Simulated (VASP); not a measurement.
# Mo (R-3m) in VASP: further runs

Mo is run at these levels: LDA; tasks: single point.

All numbers are computed with VASP 6.6.1; they aren't measurements. Logs are shortened: lines on timing, memory, paths and dates and some standing lists are left out, and cuts for length are marked.

## 1. The cell of the first run

Symmetry: R-3m, No. 166, trigonal system. The conventional cell has a = 5.550 Å, b = 5.550 Å, c = 1.874 Å, α = 90.00°, β = 90.00°, γ = 120.00°. Within 2.5 Å of Mo (site symmetry -3m) lie 2 Mo at 1.87 Å.

## 2. Single point, LDA (16.67 Å³/atom)

File INCAR:

```
PREC = Accurate
ENCUT = 520
EDIFF = 1E-6
ISMEAR = 0
SIGMA = 0.15
LREAL = False
LASPH = True
NELM = 60
ALGO = Fast
ISIF = 2
LWAVE = False
LCHARG = True
LELF = True
LVHAR = True
NBANDS = 13
```

File KPOINTS:

```
Automatic mesh
0
Gamma
  22 22 22
```

File POSCAR:

```
Mo
1.0
   -2.2555420709      1.6688460472      1.6688460472
    1.6688460472     -2.2555420709      1.6688460472
    1.6688460472      1.6688460472     -2.2555420709
Mo
1
Direct
    0.0000000000      0.0000000000      0.0000000000
```

Potentials or basis: VASP PAW LDA potentials, release 64 (Mo_sv).

The run is started by

```console
cat potpaw_LDA.64/Mo_sv/POTCAR > POTCAR
mpirun -np 1 vasp_std > vasp.out
```

OUTCAR:

```text
PREC = Accurate
   ENCUT = 520
   EDIFF = 1E-6
   ISMEAR = 0
   LREAL = False
   LASPH = True
   NELM = 60
   ISIF = 2

 ion  position               nearest neighbor table
   1  0.000  0.000  0.000-

  LATTYP: Found a trigonal (rhomboedric) cell.
 ALAT       =     3.2645925155
 COS(alpha) =    -0.4450602107

  Lattice vectors:

 A1 = (  -2.2555420709,   1.6688460472,   1.6688460472)
 A2 = (   1.6688460472,  -2.2555420709,   1.6688460472)
 A3 = (   1.6688460472,   1.6688460472,  -2.2555420709)

Analysis of symmetry for initial positions (statically):
=====================================================================
 Subroutine PRICEL returns:
 Original cell was already a primitive cell.

 Routine SETGRP: Setting up the symmetry group for a
 trigonal (rhombohedral) supercell.

 Subroutine GETGRP returns: Found 12 space group operations
 (whereof 12 operations were pure point group operations)
 out of a pool of 12 trial point group operations.

The static configuration has the point symmetry D_3d.

Analysis of symmetry for dynamics (positions and initial velocities):
=====================================================================
 Subroutine PRICEL returns:
 Original cell was already a primitive cell.

 Routine SETGRP: Setting up the symmetry group for a
 trigonal (rhombohedral) supercell.

 Subroutine GETGRP returns: Found 12 space group operations
 (whereof 12 operations were pure point group operations)
 out of a pool of 12 trial point group operations.

The dynamic configuration has the point symmetry D_3d.

 Subroutine INISYM returns: Found 12 space group operations
 (whereof 12 operations are pure point group operations),
 and found     1 'primitive' translations

----------------------------------------------------------------------------------------

                                     Primitive cell

  volume of cell :      16.6660

  direct lattice vectors                    reciprocal lattice vectors
    -2.255542071  1.668846047  1.668846047     0.138150900  0.392967695  0.392967695
     1.668846047 -2.255542071  1.668846047     0.392967695  0.138150900  0.392967695
     1.668846047  1.668846047 -2.255542071     0.392967695  0.392967695  0.138150900

  length of vectors
     3.264592515  3.264592515  3.264592515     0.572654249  0.572654249  0.572654249

  position of ions in fractional coordinates (direct lattice)
     0.000000000  0.000000000  0.000000000

  ion indices of the primitive-cell ions
   primitive index   ion index
                 1           1

----------------------------------------------------------------------------------------

 KPOINTS: Automatic mesh

Automatic generation of k-mesh.
 Grid dimensions read from file:
 generate k-points for:   22   22   22

 Generating k-lattice:

  Cartesian coordinates                     Fractional coordinates (reciprocal lattice)
     0.006279586  0.017862168  0.017862168     0.045454545 -0.000000000 -0.000000000
     0.017862168  0.006279586  0.017862168    -0.000000000  0.045454545 -0.000000000
     0.017862168  0.017862168  0.006279586    -0.000000000 -0.000000000  0.045454545

  Length of vectors
     0.026029739  0.026029739  0.026029739

  Shift w.r.t. Gamma in fractional coordinates (k-lattice)
     0.000000000  0.000000000  0.000000000

 Subroutine IBZKPT returns following result:
 ===========================================

 Found   1024 irreducible k-points:

 Following reciprocal coordinates:
            Coordinates               Weight
  0.000000  0.000000  0.000000      1.000000
  0.045455  0.000000  0.000000      6.000000
  0.090909  0.000000  0.000000      6.000000
  0.136364  0.000000  0.000000      6.000000
  0.181818  0.000000  0.000000      6.000000
  0.227273  0.000000  0.000000      6.000000
[... 16 lines left out ...]
  0.500000  0.045455  0.000000     12.000000
 -0.454545  0.045455 -0.000000     12.000000
 [... further k-points ...]
   k-points           NKPTS =   1024   k-points in BZ     NKDIM =   1024   number of bands    NBANDS=     13
   number of dos      NEDOS =    301   number of ions     NIONS =      1
   total plane-waves  NPLWV =  13824
   dimension x,y,z NGX =    24 NGY =   24 NGZ =   24
   dimension x,y,z NGXF=    48 NGYF=   48 NGZF=   48
   ions per type =               1
   NGX,Y,Z   is equivalent  to a cutoff of  12.22, 12.22, 12.22 a.u.
   NGXF,Y,Z  is equivalent  to a cutoff of  24.44, 24.44, 24.44 a.u.
 SYSTEM =  unknown system
   PREC   = accura    normal or accurate (medium, high low for compatibility)
   ISTART =      0    job   : 0-new  1-cont  2-samecut
   ICHARG =      2    charge: 1-file 2-atom 10-const
   ISPIN  =      1    spin polarized calculation?
   LNONCOLLINEAR =      F non collinear calculations
   LSORBIT =      F    spin-orbit coupling
   LASPH  =      T    aspherical Exc in radial PAW
   ENCUT  =  520.0 eV  38.22 Ry    6.18 a.u.   6.07  6.07  6.07*2*pi/ulx,y,z
   NELM   =     60;   NELMIN=  2; NELMDL= -5     # of ELM steps
   EDIFF  = 0.1E-05   stopping-criterion for ELM
   LREAL  =      F    real-space projection
   EDIFFG = 0.1E-04   stopping-criterion for IOM
   NSW    =      0    number of steps for IOM
   IBRION =     -1    ionic relax: 0-MD 1-quasi-New 2-CG
   NFREE  =      0    steps in history (QN), initial steepest desc. (CG)
   ISIF   =      2    stress and relaxation
   ISYM   =      2    0-nonsym 1-usesym 2-fastsym
   POTIM  = 0.5000    time-step for ionic-motion
   TEBEG  =    0.0;   TEEND  =   0.0 temperature during run
   PSTRESS=    0.0 pullay stress
   NELECT =      14.0000    total number of electrons
   NUPDOWN=      -1.0000    fix difference up-down
   EMIN   =  10.00;   EMAX   =-10.00  energy-range for DOS
   EFERMI =   0.00;   METHOD = LEGACY
   ISMEAR =     0;   SIGMA  =   0.15  broadening in eV -4-tet -1-fermi 0-gaus
   EFERMI_NEDOS =   21; number of points for ismear=-14 and -15
   IALGO  =     68    algorithm
   IMIX   =      4    mixing-type and parameters
     AMIX     =   0.40;   BMIX     =  1.00
     AMIX_MAG =   1.60;   BMIX_MAG =  1.00
  volume/ion in A,a.u.               =      16.67       112.47
  Fermi-wavevector in a.u.,A,eV,Ry     =   1.544687  2.919034 32.464273  2.386057
  Thomas-Fermi vector in A             =   2.650172
   LORBIT       =      0    0 simple, 1 ext, 2 COOP (PROOUT), +10 PAW based schemes
   GGA     = CA    functional components
   LHFCALC =     F    Hartree Fock is set to
   AEXX    =    0.0000 exact exchange contribution
   IVDW    =     0    specifies the selected vdW correction
   LEPSILON=     F    determine dielectric tensor
   LRPA    =     F    only Hartree local field effects (RPA)
 non-spin polarized calculation
 RMM-DIIS sequential band-by-band and
 Gauss-broadening in eV      SIGMA  =   0.15
  energy-cutoff  :      520.00
  volume of cell :       16.67
 maximum number of plane-waves:       462
   NGX = 13   NGY = 13   NGZ = 13

 number of electron      13.9999997 magnetization

 Free energy of the ion-electron system (eV)
  ---------------------------------------------------
  ext. energy  EPLUGINS =         0.00000000
  ---------------------------------------------------
  free energy    TOTEN  =        -7.39094967 eV

  energy without entropy =       -7.38063935  energy(sigma->0) =       -7.38579451

 E-fermi :  11.3487     XC(G=0): -12.8097

 val. band max:       11.3475516186   @ k =   0.1364   0.1364   0.0455
 cond. band min:      11.3497930953   @ k =   0.4545   0.1818   0.1364
 fundamental gap:      0.0022414766
 Fermi energy:        11.3487090918

 k-point     1 :       0.0000    0.0000    0.0000
  band No.  band energies     occupation
      1     -51.7430      2.00000
      2     -24.7590      2.00000
      3     -24.7590      2.00000
      4     -18.0266      2.00000
      5       3.0172      2.00000
      6       6.8218      2.00000
      7       8.3752      2.00000
      8       8.3752      2.00000
      9      20.2126      0.00000
     10      20.2126      0.00000
     11      20.6516      0.00000
     12      27.9473      0.00000
     13      27.9473      0.00000

 k-point     2 :       0.0455    0.0000    0.0000
  band No.  band energies     occupation
      1     -51.6855      2.00000
      2     -24.7216      2.00000
      3     -24.7196      2.00000
      4     -18.4028      2.00000
      5       3.2046      2.00000
      6       7.2287      2.00000
      7       8.4263      2.00000
      8       8.4569      2.00000
      9      19.3607      0.00000
     10      19.3896      0.00000
     11      20.7786      0.00000
     12      28.5974      0.00000
     13      28.6285      0.00000

 k-point     3 :       0.0909    0.0000    0.0000
  band No.  band energies     occupation
      1     -51.5145      2.00000
      2     -24.6112      2.00000
      3     -24.6032      2.00000
      4     -19.4378      2.00000
      5       3.6860      2.00000
      6       8.4303      2.00000
      7       8.5793      2.00000
      8       8.7007      2.00000
      9      17.4682      0.00000
     10      17.5525      0.00000
     11      21.1550      0.00000
     12      29.6835      0.00000
     13      29.8692      0.00000
[... 305 lines left out ...]
 k-point    23 :       0.5000    0.0455    0.0000
  band No.  band energies     occupation
      1     -48.0583      2.00000
      2     -30.9549      2.00000
      3     -22.6366      2.00000
      4     -22.5460      2.00000
      5       4.2039      2.00000
      6       4.9655      2.00000
      7      12.6137      0.00000
      8      13.3366      0.00000
      9      15.6155      0.00000
     10      17.8066      0.00000
     11      23.3411      0.00000
     12      27.5867      0.00000
     13      29.7326      0.00000

 k-point    24 :      -0.4545    0.0455   -0.0000
  band No.  band energies     occupation
      1     -48.3627      2.00000
      2     -30.2684      2.00000
      3     -22.7964      2.00000
      4     -22.7043      2.00000
      5       4.7411      2.00000
      6       5.5439      2.00000
      7      12.0535      0.00000
      8      12.4793      0.00000
      9      14.3396      0.00000
     10      19.4602      0.00000
     11      23.8626      0.00000
     12      27.3698      0.00000
     13      29.7624      0.00000

 [... further k-points ...]

------------------------ aborting loop because EDIFF is reached ----------------------------------------

  FORCE on cell =-STRESS in cart. coord.  units (eV):
  Direction    XX          YY          ZZ          XY          YZ          ZX
  --------------------------------------------------------------------------------------
  -------------------------------------------------------------------------------------
  Total       10.2058389     10.2058389     10.2058389     12.4166223     12.4166223     12.4166223
  in kB      981.1330707    981.1330707    981.1330707   1193.6655887   1193.6655887   1193.6655887
  external PRESSURE =     981.1330707 kB  Pullay stress =       0.0000000 kB

 VOLUME and BASIS-vectors are now :
 -----------------------------------------------------------------------------
  energy-cutoff  :      520.00
  volume of cell :       16.67
      direct lattice vectors                 reciprocal lattice vectors
    -2.255542071  1.668846047  1.668846047     0.138150900  0.392967695  0.392967695
     1.668846047 -2.255542071  1.668846047     0.392967695  0.138150900  0.392967695
     1.668846047  1.668846047 -2.255542071     0.392967695  0.392967695  0.138150900

 POSITION                                       TOTAL-FORCE (eV/Angst)
 -----------------------------------------------------------------------------------
      0.00000      0.00000      0.00000        -0.000000      0.000000      0.000000
 -----------------------------------------------------------------------------------
    total drift:                               -0.000000      0.000000      0.000000

  FREE ENERGIE OF THE ION-ELECTRON SYSTEM (eV)
  ---------------------------------------------------
  free  energy   TOTEN  =        -7.3909496740 eV

  energy  without entropy=       -7.3806393465  energy(sigma->0) =       -7.38579451
```

Run time: 1.7 min. Hardware: 1 thread of AMD EPYC 9R45 (Zen 5), shared host; peak memory 0.27 GiB.

Results:

* Free energy: -7.3909 eV
* Pressure: 98.1 GPa
* Band gap on the k mesh: zero (bands 7 and 8 overlap by 5.39 eV)

Stress tensor (GPa, compression positive):
```
 98.11 119.37 119.37
119.37  98.11 119.37
119.37 119.37  98.11
```

Caveat: atoms lie so close that the PAW spheres overlap strongly, which falsifies energies and pressures; the cell stands under pressure.

[end of part 1 of 2]
